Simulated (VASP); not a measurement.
# PtS2 (lda) (P-3m1) in VASP: notebook

Runs on PtS2 (lda). Level: LDA. Tasks: relaxation of cell and atoms, single point.

Everything below comes from runs of VASP 6.6.1. Logs are shortened: lines on timing, memory, paths and dates and some standing lists are left out, and cuts for length are marked.

## 1. The cell of the first run

It takes space group P-3m1 (No. 164, trigonal). The conventional cell has a = 3.543 Å, b = 3.543 Å, c = 5.039 Å, α = 90.00°, β = 90.00°, γ = 120.00°. Within 3.1 Å of Pt (site symmetry -3m) lie 6 S at 2.34 Å. S (site symmetry 3m) has 3 Pt at 2.34 Å and 3 S at 3.07 Å within 3.1 Å.

## 2. Relaxation of cell and atoms, LDA

Input file INCAR:

```
ALGO     = Normal         # electronic algorithm
EDIFF    = 1E-6           # SCF threshold, eV
EDIFFG   = -0.05          # ionic threshold
ENCUT    = 600            # plane-wave cutoff, eV
GGA      = CA             # functional
IBRION   = 2              # ionic algorithm
ISIF     = 3              # what is computed and relaxed
ISMEAR   = 0              # smearing method
LASPH    = True           # aspherical terms in the spheres
LCHARG   = False          # write CHGCAR
LREAL    = False          # projectors in reciprocal space
LWAVE    = False          # write WAVECAR
NELM     = 60             # most SCF steps
NSW      = 100            # ionic steps
PREC     = Accurate       # precision mode
SIGMA    = 0.1            # smearing width, eV
```

Input file KPOINTS:

```
k-points
0
Gamma
  6 6 4
```

Input file POSCAR:

```
PtS2
1.0
    3.5432000000      0.0000000000      0.0000000000
   -1.7716000000      3.0685012107      0.0000000000
    0.0000000000      0.0000000000      5.0388000000
Pt S
1 2
Direct
    0.0000000000      0.0000000000      0.0000000000
    0.3333333333      0.6666666667      0.2270000000
    0.6666666667      0.3333333333      0.7730000000
```

Potentials or basis: VASP PAW LDA potentials, release 64 (Pt, S).

Run with:

```
> cat potpaw_LDA.64/Pt/POTCAR potpaw_LDA.64/S/POTCAR > POTCAR
> mpirun -np 1 vasp_std > vasp.out
```

OUTCAR:

```text
EDIFF = 1E-6
   EDIFFG = -0.05
   ENCUT = 600
   GGA = CA
   IBRION = 2
   ISIF = 3
   ISMEAR = 0
   LASPH = True
   LREAL = False
   NELM = 60
   NSW = 100
   PREC = Accurate

 ion  position               nearest neighbor table
   1  0.000  0.000  0.000-   2 2.34   3 2.34   3 2.34   2 2.34   3 2.34   2 2.34
   2  0.333  0.667  0.227-   1 2.34   1 2.34   1 2.34
   3  0.667  0.333  0.773-   1 2.34   1 2.34   1 2.34

  LATTYP: Found a hexagonal cell.
 ALAT       =     3.5432000000
 C/A-ratio  =     1.4221043125

  Lattice vectors:

 A1 = (   3.5432000000,   0.0000000000,   0.0000000000)
 A2 = (  -1.7716000000,   3.0685012107,   0.0000000000)
 A3 = (   0.0000000000,   0.0000000000,   5.0388000000)

Analysis of symmetry for initial positions (statically):
=====================================================================
 Subroutine PRICEL returns:
 Original cell was already a primitive cell.

 Routine SETGRP: Setting up the symmetry group for a
 hexagonal supercell.

 Subroutine GETGRP returns: Found 12 space group operations
 (whereof 12 operations were pure point group operations)
 out of a pool of 24 trial point group operations.

The static configuration has the point symmetry D_3d.

Analysis of symmetry for dynamics (positions and initial velocities):
=====================================================================
 Subroutine PRICEL returns:
 Original cell was already a primitive cell.

 Routine SETGRP: Setting up the symmetry group for a
 hexagonal supercell.

 Subroutine GETGRP returns: Found 12 space group operations
 (whereof 12 operations were pure point group operations)
 out of a pool of 24 trial point group operations.

The dynamic configuration has the point symmetry D_3d.

 Subroutine INISYM returns: Found 12 space group operations
 (whereof 12 operations are pure point group operations),
 and found     1 'primitive' translations

----------------------------------------------------------------------------------------

                                     Primitive cell

  volume of cell :      54.7834

  direct lattice vectors                    reciprocal lattice vectors
     3.543200000  0.000000000  0.000000000     0.282230752  0.162946001  0.000000000
    -1.771600000  3.068501211  0.000000000     0.000000000  0.325892001  0.000000000
     0.000000000  0.000000000  5.038800000     0.000000000  0.000000000  0.198459951

  length of vectors
     3.543200000  3.543200000  5.038800000     0.325892001  0.325892001  0.198459951

  position of ions in fractional coordinates (direct lattice)
     0.000000000  0.000000000  0.000000000
     0.333333333  0.666666667  0.227000000
     0.666666667  0.333333333  0.773000000

  ion indices of the primitive-cell ions
   primitive index   ion index
                 1           1
                 2           2
                 3           3

----------------------------------------------------------------------------------------

 KPOINTS: k-points

Automatic generation of k-mesh.
 Grid dimensions read from file:
 generate k-points for:    6    6    4

 Generating k-lattice:

  Cartesian coordinates                     Fractional coordinates (reciprocal lattice)
     0.047038459  0.027157667  0.000000000     0.166666667 -0.000000000  0.000000000
     0.000000000  0.054315334  0.000000000     0.000000000  0.166666667  0.000000000
     0.000000000  0.000000000  0.049614988     0.000000000  0.000000000  0.250000000

  Length of vectors
     0.054315334  0.054315334  0.049614988

  Shift w.r.t. Gamma in fractional coordinates (k-lattice)
     0.000000000  0.000000000  0.000000000

 Subroutine IBZKPT returns following result:
 ===========================================

 Found     24 irreducible k-points:

 Following reciprocal coordinates:
            Coordinates               Weight
  0.000000  0.000000  0.000000      1.000000
  0.166667 -0.000000  0.000000      6.000000
  0.333333 -0.000000  0.000000      6.000000
  0.500000 -0.000000  0.000000      3.000000
  0.166667  0.166667  0.000000      6.000000
[... 39 lines left out ...]
  Fermi-wavevector in a.u.,A,eV,Ry     =   1.207812  2.282434 19.848315  1.458810
  Thomas-Fermi vector in A             =   2.343439
   LORBIT       =      0    0 simple, 1 ext, 2 COOP (PROOUT), +10 PAW based schemes
   GGA     = CA    functional components
   LHFCALC =     F    Hartree Fock is set to
   AEXX    =    0.0000 exact exchange contribution
   IVDW    =     0    specifies the selected vdW correction
   LEPSILON=     F    determine dielectric tensor
   LRPA    =     F    only Hartree local field effects (RPA)
 conjugate gradient relaxation of ions
 non-spin polarized calculation
 Gauss-broadening in eV      SIGMA  =   0.10
  energy-cutoff  :      600.00
  volume of cell :       54.78
 maximum number of plane-waves:      1863
   NGX = 15   NGY = 15   NGZ = 21

--------------------------------------- Ionic step        1  -------------------------------------------

 number of electron      22.0000001 magnetization

 Free energy of the ion-electron system (eV)
  ---------------------------------------------------
  ext. energy  EPLUGINS =         0.00000000
  ---------------------------------------------------
  free energy    TOTEN  =       -18.12111500 eV

  energy without entropy =      -18.12111500  energy(sigma->0) =      -18.12111500

------------------------ aborting loop because EDIFF is reached ----------------------------------------

  FORCE on cell =-STRESS in cart. coord.  units (eV):
  Direction    XX          YY          ZZ          XY          YZ          ZX
  --------------------------------------------------------------------------------------
  -------------------------------------------------------------------------------------
  Total        1.2700562      1.2700562      1.1836848     -0.0000000      0.0000000      0.0000000
  in kB       37.1436379     37.1436379     34.6176499     -0.0000000      0.0000000      0.0000000
  external PRESSURE =      36.3016419 kB  Pullay stress =       0.0000000 kB
[... 92 lines left out ...]
  FREE ENERGIE OF THE ION-ELECTRON SYSTEM (eV)
  ---------------------------------------------------
  free  energy   TOTEN  =       -18.1467184452 eV

  energy  without entropy=      -18.1467184447  energy(sigma->0) =      -18.14671844

[... ionic steps 4 to 17 ...]

--------------------------------------- Ionic step       18  -------------------------------------------

 number of electron      21.9999999 magnetization

------------------------ aborting loop because EDIFF is reached ----------------------------------------

  FORCE on cell =-STRESS in cart. coord.  units (eV):
  Direction    XX          YY          ZZ          XY          YZ          ZX
  --------------------------------------------------------------------------------------
  -------------------------------------------------------------------------------------
  Total        0.4877299      0.4877299      0.5111294      0.0000000      0.0000000      0.0000000
  in kB       15.7168292     15.7168292     16.4708659      0.0000000      0.0000000      0.0000000
  external PRESSURE =      15.9681748 kB  Pullay stress =       0.0000000 kB
[... 59 lines left out ...]
  energy  without entropy=      -18.2029840353  energy(sigma->0) =      -18.20414985

--------------------------------------- Ionic step       20  -------------------------------------------

 number of electron      21.9999999 magnetization

 Free energy of the ion-electron system (eV)
  ---------------------------------------------------
  ext. energy  EPLUGINS =         0.00000000
  ---------------------------------------------------
  free energy    TOTEN  =       -18.20535034 eV

  energy without entropy =      -18.20303926  energy(sigma->0) =      -18.20419480

 E-fermi :   8.2287     XC(G=0): -11.4708

 val. band max:        8.0855743585   @ k =   0.0000   0.1667   0.2500
 cond. band min:       8.3173191361   @ k =   0.1667   0.1667   0.5000
 fundamental gap:      0.2317447776
 Fermi energy:         8.2287379731

 k-point     1 :       0.0000    0.0000    0.0000
  band No.  band energies     occupation
      1      -7.9241      2.00000
      2      -4.1834      2.00000
      3       0.3954      2.00000
      4       0.8826      2.00000
      5       0.8826      2.00000
      6       3.8648      2.00000
      7       3.8648      2.00000
      8       5.7796      2.00000
      9       6.6237      2.00000
     10       6.6237      2.00000
     11       8.3766      0.03656
     12       9.4198      0.00000
     13       9.4198      0.00000
     14      11.5747      0.00000
     15      13.3072      0.00000
[... 442 lines left out ...]
  FREE ENERGIE OF THE ION-ELECTRON SYSTEM (eV)
  ---------------------------------------------------
  free  energy   TOTEN  =       -18.2053503394 eV

  energy  without entropy=      -18.2030392631  energy(sigma->0) =      -18.20419480

 reached required accuracy - stopping structural energy minimisation
```

It took 2.4 min on 1 thread of AMD EPYC 9R45 (Zen 5), shared host; peak memory 0.16 GiB.

What came out:

```yaml
Free_energy: -18.2054 eV
Relaxed_volume: 16.79 Å³/atom
Relaxed_cell: a = 3.566 Å, b = 3.566 Å, c = 4.573 Å, α = 90.00°, β = 90.00°, γ = 120.00°
Space_group_after_relaxing_to_0.05_Å: P-3m1 (No. 164)
Energy_gained_by_relaxing: 28.1 meV/atom
Ionic_steps: 20
Pressure_after_relaxing: -0.1 GPa
Largest_force_after_relaxing: 0.044 eV/Å
Band_gap_on_the_k_mesh: zero (band 11 reaches 8.38 eV, above the bottom of band 12 at 8.32 eV)
```

Forces on the atoms (eV/Å):
```
Pt   0.000  0.000  0.000
S    0.000  0.000  0.044
S    0.000  0.000 -0.044
```

Stress tensor (GPa, compression positive):
```
-0.23  0.00  0.00
 0.00 -0.23  0.00
 0.00  0.00  0.21
```

The path:
```
step  energy change (eV)  largest force (eV/Å)  pressure (GPa)  volume (Å³)
   1              0.0000                0.8086            3.63        54.78
   2              0.0390                0.4775           -7.56        58.13
   3             -0.0256                0.2781           -1.14        56.03
   4             -0.0373                0.1787           -0.82        55.51
   5             -0.0433                0.0348           -0.37        54.78
   6             -0.0485                0.0921            0.16        54.23
   7             -0.0587                0.2650            1.98        52.57
   8             -0.0426                0.6162            6.75        49.27
   9             -0.0586                0.3782            3.21        51.76
  10             -0.0593                0.3747            3.17        51.72
  11             -0.0614                0.3640            3.07        51.60
  12             -0.0653                0.3431            2.94        51.36
  13             -0.0718                0.3041            2.65        50.87
  14             -0.0791                0.2384            2.30        49.87
  15             -0.0560                0.0252            2.34        47.82
  16             -0.0783                0.2520            2.49        49.58
  17             -0.0782                0.2346            2.42        49.41
  18             -0.0815                0.1723            1.60        49.72
  19             -0.0842                0.0581            0.11        50.30
  20             -0.0842                0.0444           -0.08        50.37
```

Final structure:
```cif
data_structure
_symmetry_space_group_name_H-M 'P 1'
_symmetry_Int_Tables_number 1
_cell_length_a 3.5664
_cell_length_b 3.5664
_cell_length_c 4.5727
_cell_angle_alpha 90.000
_cell_angle_beta 90.000
_cell_angle_gamma 120.000
_cell_volume 50.37
loop_
_atom_site_label
_atom_site_type_symbol
_atom_site_fract_x
_atom_site_fract_y
_atom_site_fract_z
_atom_site_occupancy
Pt1 Pt 0.00000 0.00000 0.00000 1
S1 S 0.33333 0.66667 0.25836 1
S2 S 0.66667 0.33333 0.74164 1
```

Levels at points of the mesh, in eV from the Fermi level:
```tsv
k point	band 9	band 10	band 11	band 12	band 13	band 14
(0.00, 0.00, 0.00)	-1.61	-1.61	0.15	1.19	1.19	3.35
(0.50, 0.00, 0.00)	-3.70	-3.62	-2.97	0.77	2.45	5.30
(0.00, 0.00, 0.50)	-2.18	-2.18	-1.43	2.40	2.40	5.23
(0.50, 0.00, 0.50)	-3.31	-3.27	-1.47	0.78	1.69	4.69
```

Caveat: spin-orbit coupling is left out, which moves the levels of the heavy elements; the relaxation stopped at a loose force limit of 0.05 eV/Å, so its end isn't a converged minimum. LDA usually gives volumes a few per cent too small.

## 3. Single point, LDA

This run uses another cell than the first one, of 16.58 Å³/atom, 0.908 times its volume.

Input file INCAR:

```
SYSTEM = PtS2
ALGO = Normal
EDIFF = 1E-6
ENCUT = 520
GGA = CA
ISIF = 2
ISMEAR = 0
LASPH = .True.
LCHARG = .False.
LREAL = .False.
LWAVE = .False.
NBANDS = 18
NELM = 60
PREC = Accurate
SIGMA = 0.1
```

Input file KPOINTS:

```
k-points
0
Gamma
  15 15 10
  0 0 0
```

Input file POSCAR:

```
PtS2
1.0
    3.5623555138      0.0000000000      0.0000000000
   -1.7811777569      3.0850903722      0.0000000000
    0.0000000000      0.0000000000      4.5266790063
Pt S
1 2
Direct
    0.0000000000      0.0000000000      0.0000000000
    0.3333333333      0.6666666667      0.2622765045
    0.6666666667      0.3333333333      0.7377234955
```

Potentials or basis: VASP PAW LDA potentials, release 64 (Pt, S).

Run with:

```
> cat potpaw_LDA.64/Pt/POTCAR potpaw_LDA.64/S/POTCAR > POTCAR
> mpirun -np 1 vasp_std > vasp.out
```

It took 1.7 min on 1 thread of AMD EPYC 9R45 (Zen 5), shared host; peak memory 0.28 GiB.

The run converged. Its results:

```
Free energy            : -18.2148 eV
Pressure               : 0.0 GPa
Band gap on the k mesh : zero (band 11 reaches 8.63 eV, above the bottom of band 12 at 8.42 eV)
```

Levels at points of the mesh, in eV from the Fermi level:
```
           k point  band 8  band 9  band 10  band 11  band 12  band 13  band 14  band 15
(0.00, 0.00, 0.00)   -2.49   -1.61    -1.61     0.22     1.08     1.08     3.24     5.10
(0.00, 0.00, 0.50)   -3.39   -2.25    -2.25    -1.46     2.41     2.41     5.27     6.66
```

Caveat: spin-orbit coupling is left out, which moves the levels of the heavy elements.

## 4. Relaxation of cell and atoms, LDA

This run uses another cell than the first one, of 16.68 Å³/atom, 0.913 times its volume.

Input file INCAR:

```
ALGO     = Normal         # electronic algorithm
EDIFF    = 1E-6           # SCF threshold, eV
EDIFFG   = -0.002         # ionic threshold
ENCUT    = 600            # plane-wave cutoff, eV
GGA      = CA             # functional
IBRION   = 2              # ionic algorithm
ISIF     = 3              # what is computed and relaxed
ISMEAR   = 0              # smearing method
LASPH    = T              # aspherical terms in the spheres
LCHARG   = F              # write CHGCAR
LREAL    = F              # projectors in reciprocal space
LWAVE    = F              # write WAVECAR
NELM     = 60             # most SCF steps
NSW      = 100            # ionic steps
PREC     = Accurate       # precision mode
SIGMA    = 0.1            # smearing width, eV
```

Input file KPOINTS:

```
k-points
0
Gamma
  15 15 10
```

Input file POSCAR:

```
PtS2
1.0
    3.5633448169      0.0000000000      0.0000000000
   -1.7816724085      3.0859471339      0.0000000000
    0.0000000000      0.0000000000      4.5503876583
Pt S
1 2
Direct
    0.0000000000      0.0000000000      0.0000000000
    0.3333333333      0.6666666667      0.2598720873
    0.6666666667      0.3333333333      0.7401279127
```

Run with:

```
> cat potpaw_LDA.64/Pt/POTCAR potpaw_LDA.64/S/POTCAR > POTCAR
> mpirun -np 1 vasp_std > vasp.out
```

Run time: 9.5 min. Hardware: 1 thread of AMD EPYC 9R45 (Zen 5), shared host; peak memory 0.31 GiB.

Results (log left out):

```
Free energy                            : -18.2156 eV
Relaxed volume                         : 16.61 Å³/atom
Relaxed cell                           : a = 3.562 Å, b = 3.562 Å, c = 4.534 Å, α = 90.00°, β = 90.00°, γ = 120.00°
Space group after relaxing (to 0.05 Å) : P-3m1 (No. 164)
Energy gained by relaxing              : 0.2 meV/atom
Ionic steps                            : 17
Pressure after relaxing                : 0.0 GPa
Band gap on the k mesh                 : zero (band 11 reaches 8.60 eV, above the bottom of band 12 at 8.40 eV)
```

The path:
```
step  energy change (eV)  largest force (eV/Å)  pressure (GPa)  volume (Å³)
   1              0.0000                0.0648            0.16        50.04
   2             -0.0001                0.0074           -0.46        50.16
   3             -0.0002                0.0222           -0.19        50.11
   4             -0.0003                0.0119           -0.06        50.03
   5             -0.0003                0.0076            0.01        49.99
   6             -0.0004                0.0002           -0.04        49.97
   7             -0.0004                0.0168           -0.15        49.94
   8             -0.0004                0.0158           -0.13        49.92
   9             -0.0004                0.0129           -0.06        49.87
  10             -0.0004                0.0074            0.05        49.78
  11             -0.0004                0.0088            0.00        49.82
  12             -0.0004                0.0084            0.03        49.81
  13             -0.0004                0.0086            0.03        49.81
  14             -0.0004                0.0086            0.01        49.82
  15             -0.0004                0.0077            0.02        49.82
  16             -0.0005                0.0047            0.00        49.82
  17             -0.0005                0.0010           -0.01        49.84
```

Final structure:
```
Pt S
1.0
     3.56242    0.00000    0.00000
    -1.78121    3.08515    0.00000
     0.00000    0.00000    4.53434
Pt S
1 2
Direct
  0.00000 0.00000 0.00000
  0.33333 0.66667 0.26184
  0.66667 0.33333 0.73816
```

Levels at points of the mesh, in eV from the Fermi level:
```csv
k point,band 7,band 8,band 9,band 10,band 11,band 12,band 13,band 14,band 15
"(0.00, 0.00, 0.00)",-4.37,-2.49,-1.61,-1.61,0.21,1.09,1.09,3.26,5.09
"(0.00, 0.00, 0.50)",-4.45,-3.39,-2.24,-2.24,-1.46,2.40,2.40,5.26,6.67
```

Caveat: spin-orbit coupling is left out, which moves the levels of the heavy elements.

## 5. Overview

| task | cell | k mesh | cutoff (eV) | gap on the mesh (eV) | pressure (GPa) | relaxed volume (Å³/atom) |
| --- | --- | --- | --- | --- | --- | --- |
| relaxation of cell and atoms | relaxed from a = 3.543, b = 3.543, c = 5.039 Å, angles 90.0, 90.0, 120.0°, 3 atoms | 6 × 6 × 4 | 600 | none | -0.1 | 16.79 |
| single point | a = 3.562, b = 3.562, c = 4.527 Å, angles 90.0, 90.0, 120.0°, 3 atoms | 15 × 15 × 10 | 520 | none | 0.0 | - |
| relaxation of cell and atoms | relaxed from a = 3.563, b = 3.563, c = 4.550 Å, angles 90.0, 90.0, 120.0°, 3 atoms | 15 × 15 × 10 | 600 | none | 0.0 | 16.61 |

Alike in all rows: level LDA; potentials or basis VASP PAW LDA potentials, release 64 (Pt, S); no spin polarisation; smearing gaussian 0.1 eV.

Caveats: spin-orbit coupling is left out, which moves the levels of the heavy elements; the relaxation stopped at a loose force limit of 0.05 eV/Å, so its end isn't a converged minimum (some runs).

Absolute energies hang on the potentials; compare differences alone.
